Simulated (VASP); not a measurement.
Set up this calculation in VASP 6.6.1, as the native input.

| Property | Result |
| --- | --- |
| Task | single point |
| Functional | PBE |
| Potentials or basis | VASP PAW PBE potentials, release 64 (Ge_d, Sb) |
| Cutoff | 520 eV |
| k mesh | 12 × 12 × 8 |
| Occupations | gaussian, width 0.1 eV |
| Spin | no spin polarisation |
| Dipole correction | no |
| Further INCAR settings | ALGO = Normal; EDIFF = 1e-06; NBANDS = 46 |

The structure of Ge5Sb lies in POSCAR:

```
Ge5Sb
1.0
    5.4755127793      0.0000000000      0.0000000000
   -2.7377563896      4.7419331656      0.0000000000
    0.0000000000      0.0000000000      5.0809167399
Ge Sb
5 1
Direct
    0.3333333333      0.6666666667      0.0000000000
    0.6666666667      0.3333333333      0.0000000000
    0.5000000000      0.0000000000      0.5000000000
    0.5000000000      0.5000000000      0.5000000000
    0.0000000000      0.5000000000      0.5000000000
    0.0000000000      0.0000000000      0.0000000000
```

The cell was generated, and may not be a known phase.

One way to write it, as run:

INCAR

```
SYSTEM = Ge5Sb
  ALGO = Normal
  EDIFF = 1E-6
  ENCUT = 520
  GGA = PE
  ISIF = 2
  ISMEAR = 0
  LASPH = .TRUE.
  LCHARG = .FALSE.
  LREAL = .FALSE.
  LWAVE = .FALSE.
  NBANDS = 46
  NELM = 60
  PREC = Accurate
  SIGMA = 0.1
```

KPOINTS

```
k-points
0
G
  12 12 8
  0 0 0
```

Potentials or basis: VASP PAW PBE potentials, release 64 (Ge_d, Sb).

Launch:

```sh
$ cat potpaw_PBE.64/Ge_d/POTCAR potpaw_PBE.64/Sb/POTCAR > POTCAR
$ mpirun -np 1 vasp_std > vasp.out
```

It gave:

| Quantity | Value |
| --- | --- |
| Pressure | -0.2 GPa |
| Band gap on the k mesh | zero (an odd number of electrons rules out a gap without spin polarisation) |

Caveat: spin-orbit coupling is left out, which moves the levels of the heavy elements.

Run time: 4.3 min on 1 thread of Intel(R) Xeon(R) 6975P-C (Granite Rapids), on a shared host, peak memory 0.55 GiB.
